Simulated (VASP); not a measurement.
Input of a VASP 6.6.1 run:

POSCAR

```
TaN
1.0
    3.1085816348      0.0000000000      0.0000000000
    0.0000000000      3.1085816348      0.0000000000
    0.0000000000      0.0000000000     13.6976000000
Ta N
3 3
Direct
    0.2500000000      0.2500000000      0.3496165807
    0.7500000000      0.7500000000      0.5000000106
    0.2500000000      0.2500000000      0.6503834174
    0.7500000000      0.7500000000      0.3285247969
    0.2500000000      0.2500000000      0.5000000097
    0.7500000000      0.7500000000      0.6714752031
```

Contents of INCAR.step1:

```
SYSTEM = TaN
PREC = Accurate ; ENCUT = 520
ISMEAR = -1 ; SIGMA = 0.05
LREAL = .FALSE. ; LASPH = .TRUE.
NELM = 100 ; LDIPOL = .TRUE.
IDIPOL = 3 ; DIPOL = 0.5 0.5 0.500
NBANDS = 33 ; GGA = PE
ALGO = Normal ; EDIFF = 1E-4
LWAVE = .TRUE. ; LCHARG = .FALSE.
```

File INCAR.step2:

```
SYSTEM = TaN
PREC = Accurate ; ENCUT = 520
EDIFF = 1E-7 ; ISMEAR = -1
SIGMA = 0.05 ; LREAL = .FALSE.
LASPH = .TRUE. ; NELM = 100
ALGO = Normal ; ISIF = 2
LWAVE = .FALSE. ; LCHARG = .TRUE.
LDIPOL = .TRUE. ; IDIPOL = 3
DIPOL = 0.5 0.5 0.500 ; METAGGA = R2SCAN
LMIXTAU = .TRUE. ; LELF = .TRUE.
LVHAR = .TRUE. ; LVACPOTAV = .TRUE.
NBANDS = 33 ; ISTART = 1
```

The input KPOINTS:

```
Automatic mesh
0
G
  11 11 1
  0 0 0
```

Potentials or basis: VASP PAW PBE potentials, release 64 (Ta_pv, N).

The run is started by

```sh
$ cat potpaw_PBE.64/Ta_pv/POTCAR potpaw_PBE.64/N/POTCAR > POTCAR
$ cp INCAR.step1 INCAR
$ mpirun -np 1 vasp_std > vasp.out
$ cp INCAR.step2 INCAR
$ mpirun -np 1 vasp_std > vasp.out
```

Question: What does it give for the band gap on the k mesh?

Answer: Zero (bands 24 and 25 overlap by 2.11 eV).

Question: Predict the largest force.

Answer: 0.051 eV/Å.

Forces in eV/Å, atoms in the order of the input:
```
Ta   0.000  0.000 -0.051
Ta   0.000  0.000  0.000
Ta   0.000  0.000  0.051
N    0.000  0.000 -0.044
N    0.000  0.000  0.000
N    0.000  0.000  0.044
```

Caveat: the PAW data sets were made with another functional, which shifts forces and pressure a little; spin-orbit coupling is left out, which moves the levels of the heavy elements.
